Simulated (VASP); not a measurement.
# HfS2 in VASP: relaxation of the atoms with PBE+D3(BJ)

Aim: the relaxation of the atoms of HfS2 with PBE+D3(BJ).

Everything below comes from runs of VASP 6.6.1. Logs are shortened: lines on timing, memory, paths and dates and some standing lists are left out, and cuts for length are marked.

## Step 1: The cell of the first run

The cell holds a slab with vacuum, 6 atoms: a = 3.618 Å, b = 3.618 Å, c = 23.321 Å, α = 90.00°, β = 90.00°, γ = 120.00°.

## Step 2: Relaxation of the atoms, PBE+D3(BJ) (layers slid over each other)

Input file INCAR:

```
PREC     = Accurate       # precision mode
ENCUT    = 450            # plane-wave cutoff, eV
EDIFF    = 1E-7           # SCF threshold, eV
ISMEAR   = 0              # smearing method
SIGMA    = 0.05           # smearing width, eV
LREAL    = False          # projectors in reciprocal space
LASPH    = True           # aspherical terms in the spheres
NELM     = 120            # most SCF steps
ALGO     = Normal         # electronic algorithm
ISIF     = 2              # what is computed and relaxed
LWAVE    = False          # write WAVECAR
LCHARG   = False          # write CHGCAR
LDIPOL   = True         
IDIPOL   = 3            
DIPOL    = 0.5 0.5 0.386
GGA      = PE             # functional
IVDW     = 12             # dispersion correction
IBRION   = 2              # ionic algorithm
NSW      = 40             # ionic steps
EDIFFG   = -0.003         # ionic threshold
GGA_COMPAT= False        
NELMIN   = 4            
NELMDL   = -8
```

Input file KPOINTS:

```
Automatic mesh
0
Gamma
  9 9 1
```

Input file POSCAR:

```
HfS2
1.0
    3.6183310015      0.0000000000      0.0000000000
   -1.8091655007      3.1335665666      0.0000000000
    0.0000000000      0.0000000000     23.3211620379
S Hf
4 2
Selective dynamics
Direct
    0.6666666667      0.3333333333      0.1929577948  F F F
    0.3333333333      0.6666666667      0.3175808459  F F T
    0.6666666667      1.3333333333      0.4534428136  F F T
    0.3333333333      1.6666666667      0.5780626493  F F T
    0.0000000000      0.0000000000      0.2553575190  F F T
    0.0000000000      1.0000000000      0.5156656044  F F T
```

Potentials or basis: VASP PAW PBE potentials, release 64 (S, Hf_pv).

Command:

```console
$ cat potpaw_PBE.64/S/POTCAR potpaw_PBE.64/Hf_pv/POTCAR > POTCAR
$ mpirun -np 1 vasp_std > vasp.out
```

OUTCAR:

```text
PREC = Accurate
   ENCUT = 450
   EDIFF = 1E-7
   ISMEAR = 0
   LREAL = False
   LASPH = True
   NELM = 120
   ISIF = 2
   GGA = PE
   IVDW = 12
   IBRION = 2
   NSW = 40
   EDIFFG = -0.003
   NELMIN = 4
   NELMDL = -8
 IVDW          = 12

 ion  position               nearest neighbor table
   1  0.667  0.333  0.193-   5 2.55   5 2.55   5 2.55
   2  0.333  0.667  0.318-   5 2.54   5 2.54   5 2.54
   3  0.667  0.333  0.453-   6 2.54   6 2.54   6 2.54
   4  0.333  0.667  0.578-   6 2.55   6 2.55   6 2.55
   5  0.000  0.000  0.255-   2 2.54   2 2.54   2 2.54   1 2.55   1 2.55   1 2.55
   6  0.000  0.000  0.516-   3 2.54   3 2.54   3 2.54   4 2.55   4 2.55   4 2.55

  LATTYP: Found a hexagonal cell.
 ALAT       =     3.6183310015
 C/A-ratio  =     6.4452815478

  Lattice vectors:

 A1 = (   3.6183310015,   0.0000000000,   0.0000000000)
 A2 = (  -1.8091655007,   3.1335665666,   0.0000000000)
 A3 = (   0.0000000000,   0.0000000000,  23.3211620379)

Analysis of symmetry for initial positions (statically):
=====================================================================
 Subroutine PRICEL returns:
 Original cell was already a primitive cell.

 Routine SETGRP: Setting up the symmetry group for a
 hexagonal supercell.

 Subroutine GETGRP returns: Found 12 space group operations
 (whereof  6 operations were pure point group operations)
 out of a pool of 24 trial point group operations.

The static configuration has the point symmetry C_3v.
 The point group associated with its full space group is D_3d.

Analysis of symmetry for dynamics (positions and initial velocities):
=====================================================================
 Subroutine PRICEL returns:
 Original cell was already a primitive cell.

 Routine SETGRP: Setting up the symmetry group for a
 hexagonal supercell.

 Subroutine GETGRP returns: Found 12 space group operations
 (whereof  6 operations were pure point group operations)
 out of a pool of 24 trial point group operations.

The dynamic configuration has the point symmetry C_3v.
 The point group associated with its full space group is D_3d.

Analysis of constrained symmetry for selective dynamics:
=====================================================================
 Subroutine PRICEL returns:
 Original cell was already a primitive cell.

 Routine SETGRP: Setting up the symmetry group for a
 hexagonal supercell.

 Subroutine GETGRP returns: Found  6 space group operations
 (whereof  6 operations were pure point group operations)
 out of a pool of 24 trial point group operations.

The constrained configuration has the point symmetry C_3v.

 Subroutine INISYM returns: Found  6 space group operations
 (whereof  6 operations are pure point group operations),
 and found     1 'primitive' translations

----------------------------------------------------------------------------------------

                                     Primitive cell

  volume of cell :     264.4219

  direct lattice vectors                    reciprocal lattice vectors
     3.618331002  0.000000000  0.000000000     0.276370514  0.159562591  0.000000000
    -1.809165501  3.133566567  0.000000000     0.000000000  0.319125182  0.000000000
     0.000000000  0.000000000 23.321162038     0.000000000  0.000000000  0.042879510

  length of vectors
     3.618331002  3.618331001 23.321162038     0.319125182  0.319125182  0.042879510

  position of ions in fractional coordinates (direct lattice)
     0.666666667  0.333333333  0.192957795
     0.333333333  0.666666667  0.317580846
     0.666666667  0.333333333  0.453442814
     0.333333333  0.666666667  0.578062649
     0.000000000  0.000000000  0.255357519
     0.000000000  0.000000000  0.515665604

  ion indices of the primitive-cell ions
   primitive index   ion index
                 1           1
                 2           2
                 3           3
                 4           4
                 5           5
                 6           6

----------------------------------------------------------------------------------------

 KPOINTS: Automatic mesh

Automatic generation of k-mesh.
 Grid dimensions read from file:
 generate k-points for:    9    9    1

 Generating k-lattice:

  Cartesian coordinates                     Fractional coordinates (reciprocal lattice)
     0.030707835  0.017729177  0.000000000     0.111111111  0.000000000  0.000000000
     0.000000000  0.035458354  0.000000000     0.000000000  0.111111111  0.000000000
     0.000000000  0.000000000  0.042879510     0.000000000  0.000000000  1.000000000

  Length of vectors
     0.035458354  0.035458354  0.042879510

  Shift w.r.t. Gamma in fractional coordinates (k-lattice)
     0.000000000  0.000000000  0.000000000

 Subroutine IBZKPT returns following result:
 ===========================================

 Found     12 irreducible k-points:

 Following reciprocal coordinates:
            Coordinates               Weight
  0.000000  0.000000  0.000000      1.000000
  0.111111 -0.000000  0.000000      6.000000
  0.222222  0.000000  0.000000      6.000000
  0.333333  0.000000  0.000000      6.000000
  0.444444  0.000000  0.000000      6.000000
  0.111111  0.111111  0.000000      6.000000
  0.222222  0.111111  0.000000     12.000000
  0.333333  0.111111  0.000000     12.000000
  0.444444  0.111111  0.000000      6.000000
  0.222222  0.222222  0.000000      6.000000
  0.333333  0.222222  0.000000     12.000000
  0.333333  0.333333  0.000000      2.000000
   k-points           NKPTS =     12   k-points in BZ     NKDIM =     12   number of bands    NBANDS=     26
   number of dos      NEDOS =    301   number of ions     NIONS =      6
   total plane-waves  NPLWV = 127008
   dimension x,y,z NGX =    28 NGY =   28 NGZ =  162
   dimension x,y,z NGXF=    56 NGYF=   56 NGZF=  324
   ions per type =               4   2
   NGX,Y,Z   is equivalent  to a cutoff of  12.86, 12.86, 11.55 a.u.
   NGXF,Y,Z  is equivalent  to a cutoff of  25.73, 25.73, 23.10 a.u.
 SYSTEM =  unknown system
   PREC   = accura    normal or accurate (medium, high low for compatibility)
   ISTART =      0    job   : 0-new  1-cont  2-samecut
   ICHARG =      2    charge: 1-file 2-atom 10-const
   ISPIN  =      1    spin polarized calculation?
   LNONCOLLINEAR =      F non collinear calculations
   LSORBIT =      F    spin-orbit coupling
   LASPH  =      T    aspherical Exc in radial PAW
   ENCUT  =  450.0 eV  33.07 Ry    5.75 a.u.   6.26  6.26 40.34*2*pi/ulx,y,z
   NELM   =    120;   NELMIN=  4; NELMDL= -8     # of ELM steps
   EDIFF  = 0.1E-06   stopping-criterion for ELM
   LREAL  =      F    real-space projection
   EDIFFG = -.3E-02   stopping-criterion for IOM
   NSW    =     40    number of steps for IOM
   IBRION =      2    ionic relax: 0-MD 1-quasi-New 2-CG
   NFREE  =      1    steps in history (QN), initial steepest desc. (CG)
   ISIF   =      2    stress and relaxation
   ISYM   =      2    0-nonsym 1-usesym 2-fastsym
   POTIM  = 0.5000    time-step for ionic-motion
   TEBEG  =    0.0;   TEEND  =   0.0 temperature during run
   PSTRESS=    0.0 pullay stress
   NELECT =      44.0000    total number of electrons
   NUPDOWN=      -1.0000    fix difference up-down
   EMIN   =  10.00;   EMAX   =-10.00  energy-range for DOS
   EFERMI =   0.00;   METHOD = LEGACY
   ISMEAR =     0;   SIGMA  =   0.05  broadening in eV -4-tet -1-fermi 0-gaus
   EFERMI_NEDOS =   21; number of points for ismear=-14 and -15
   IALGO  =     38    algorithm
   IMIX   =      4    mixing-type and parameters
     AMIX     =   0.40;   BMIX     =  1.00
     AMIX_MAG =   1.60;   BMIX_MAG =  1.00
  volume/ion in A,a.u.               =      44.07       297.40
  Fermi-wavevector in a.u.,A,eV,Ry     =   0.900451  1.701605 11.031759  0.810811
  Thomas-Fermi vector in A             =   2.023410
   LORBIT       =      0    0 simple, 1 ext, 2 COOP (PROOUT), +10 PAW based schemes
   GGA     = PE    functional components
   LHFCALC =     F    Hartree Fock is set to
   AEXX    =    0.0000 exact exchange contribution
   IVDW    =    12    specifies the selected vdW correction
   LEPSILON=     F    determine dielectric tensor
   LRPA    =     F    only Hartree local field effects (RPA)
 conjugate gradient relaxation of ions
 non-spin polarized calculation
 Gauss-broadening in eV      SIGMA  =   0.05
  energy-cutoff  :      450.00
  volume of cell :      264.42
 maximum number of plane-waves:      5769
 NGX is ok and might be reduce to    28
   NGX = 13   NGY = 13   NGZ = 81

--------------------------------------- Ionic step        1  -------------------------------------------

 number of electron      44.0000002 magnetization

 Free energy of the ion-electron system (eV)
  ---------------------------------------------------
  ext. energy  EPLUGINS =         0.00000000
  ---------------------------------------------------
  free energy    TOTEN  =       -45.82718494 eV

  energy without entropy =      -45.82718494  energy(sigma->0) =      -45.82718494

------------------------ aborting loop because EDIFF is reached ----------------------------------------

 Edisp (eV)   -1.63362

 E8    (eV) :    -0.7253

  FORCE on cell =-STRESS in cart. coord.  units (eV):
  Direction    XX          YY          ZZ          XY          YZ          ZX
  --------------------------------------------------------------------------------------
  -------------------------------------------------------------------------------------
  Total      -0.70747    -0.70747    -0.78080    -0.00000     0.00000    -0.00000
  in kB      -4.28668    -4.28668    -4.73100    -0.00000     0.00000    -0.00000
  external pressure =       -4.43 kB  Pullay stress =        0.00 kB
[... 109 lines left out ...]
  FREE ENERGIE OF THE ION-ELECTRON SYSTEM (eV)
  ---------------------------------------------------
  free  energy   TOTEN  =       -47.4612174028 eV

  energy  without entropy=      -47.4612174028  energy(sigma->0) =      -47.46121740

 vacuum level on the upper side and lower side of the slab       (xc-potential included)        -0.024         0.009

[... ionic steps 4 to 23 ...]

--------------------------------------- Ionic step       24  -------------------------------------------

 number of electron      44.0000001 magnetization

------------------------ aborting loop because EDIFF is reached ----------------------------------------

 Edisp (eV)   -1.68807

 E8    (eV) :    -0.7508
[... 29 lines left out ...]
  FREE ENERGIE OF THE ION-ELECTRON SYSTEM (eV)
  ---------------------------------------------------
  free  energy   TOTEN  =       -47.4772901624 eV

  energy  without entropy=      -47.4772901624  energy(sigma->0) =      -47.47729016

 dipolmoment           0.000000      0.000000      0.000082 electrons x Angstroem

--------------------------------------- Ionic step       25  -------------------------------------------

 number of electron      44.0000001 magnetization

------------------------ aborting loop because EDIFF is reached ----------------------------------------

 Edisp (eV)   -1.68805

 E8    (eV) :    -0.7508
[... 33 lines left out ...]
  energy  without entropy=      -47.4772898897  energy(sigma->0) =      -47.47728989

--------------------------------------- Ionic step       26  -------------------------------------------

 number of electron      44.0000001 magnetization

 dipolmoment           0.000000      0.000000     -0.000038 electrons x Angstroem

 Free energy of the ion-electron system (eV)
  ---------------------------------------------------
  ext. energy  EPLUGINS =         0.00000000
  ---------------------------------------------------
  free energy    TOTEN  =       -45.78923277 eV

  energy without entropy =      -45.78923277  energy(sigma->0) =      -45.78923277

 E-fermi :  -1.2593     XC(G=0):  -5.2613

 val. band max:       -1.5087612888   @ k =   0.0000   0.0000   0.0000
 cond. band min:      -0.3032749227   @ k =   0.4444   0.0000   0.0000
 fundamental gap:      1.2054863661
 Fermi energy:        -1.2592637782

 k-point     1 :       0.0000    0.0000    0.0000
  band No.  band energies     occupation
      1     -32.1627      2.00000
      2     -32.1624      2.00000
      3     -32.0479      2.00000
      4     -32.0479      2.00000
      5     -32.0476      2.00000
      6     -32.0476      2.00000
[... 337 lines left out ...]
     25       2.0022      0.00000
     26       2.0023      0.00000

------------------------ aborting loop because EDIFF is reached ----------------------------------------

 vacuum level on the upper side and lower side of the slab       (xc-potential included)        -0.045        -0.080

 Edisp (eV)   -1.68806

 E8    (eV) :    -0.7508

  FORCE on cell =-STRESS in cart. coord.  units (eV):
  Direction    XX          YY          ZZ          XY          YZ          ZX
  --------------------------------------------------------------------------------------
  -------------------------------------------------------------------------------------
  Total      -0.54137    -0.54137    -0.05990    -0.00000     0.00000    -0.00000
  in kB      -3.28027    -3.28027    -0.36292    -0.00000     0.00000    -0.00000
  external pressure =       -2.31 kB  Pullay stress =        0.00 kB
[... 21 lines left out ...]
  FREE ENERGIE OF THE ION-ELECTRON SYSTEM (eV)
  ---------------------------------------------------
  free  energy   TOTEN  =       -47.4772912965 eV

  energy  without entropy=      -47.4772912965  energy(sigma->0) =      -47.47729130

 reached required accuracy - stopping structural energy minimisation

 vacuum level on the upper side and lower side of the slab         4.775         4.755
```

Run time: 52 min. Hardware: 1 thread of Intel Xeon 8259CL, shared host; peak memory 0.4 GiB.

What came out:

```
Free energy                : -47.4773 eV
Energy gained by relaxing  : 2.7 meV/atom
Ionic steps                : 26
Band gap on the k mesh     : 1.21 eV (least direct gap 2.03 eV)
Dispersion energy per atom : -0.281 eV
```

Step by step:
```
step  energy change (eV)  largest force on free atoms (eV/Å)  pressure (GPa)
   1              0.0000                              0.0645           -0.44
   2             -0.0002                              0.0379           -0.43
   3             -0.0004                              0.0999           -0.41
   4             -0.0005                              0.0930           -0.41
   5             -0.0008                              0.0725           -0.41
   6             -0.0012                              0.0847           -0.40
   7             -0.0014                              0.1659           -0.39
   8             -0.0015                              0.1417           -0.39
   9             -0.0017                              0.1372           -0.40
  10             -0.0023                              0.1249           -0.42
  11             -0.0033                              0.0999           -0.46
  12             -0.0050                              0.0896           -0.54
  13             -0.0058                              0.1520           -0.70
  14             -0.0066                              0.1537           -0.69
  15             -0.0087                              0.1591           -0.66
  16             -0.0118                              0.1721           -0.60
  17             -0.0125                              0.2095           -0.46
  18             -0.0132                              0.1910           -0.52
  19             -0.0153                              0.1244           -0.34
  20             -0.0154                              0.1521           -0.29
  21             -0.0164                              0.0381           -0.21
  22             -0.0164                              0.0369           -0.21
  23             -0.0165                              0.0059           -0.23
  24             -0.0165                              0.0061           -0.23
  25             -0.0165                              0.0058           -0.23
  26             -0.0165                              0.0010           -0.23
```

Final structure:
```
S Hf
1.0
     3.61833    0.00000    0.00000
    -1.80917    3.13357    0.00000
     0.00000    0.00000   23.32116
S Hf
4 2
Direct
  0.66667 0.33333 0.19296
  0.33333 0.66667 0.31712
  0.66667 0.33333 0.44067
  0.33333 0.66667 0.56484
  0.00000 0.00000 0.25511
  0.00000 0.00000 0.50269
```

Caveat: the cell differs from its parent crystal (layers slid over each other); spin-orbit coupling is left out, which moves the levels of the heavy elements.
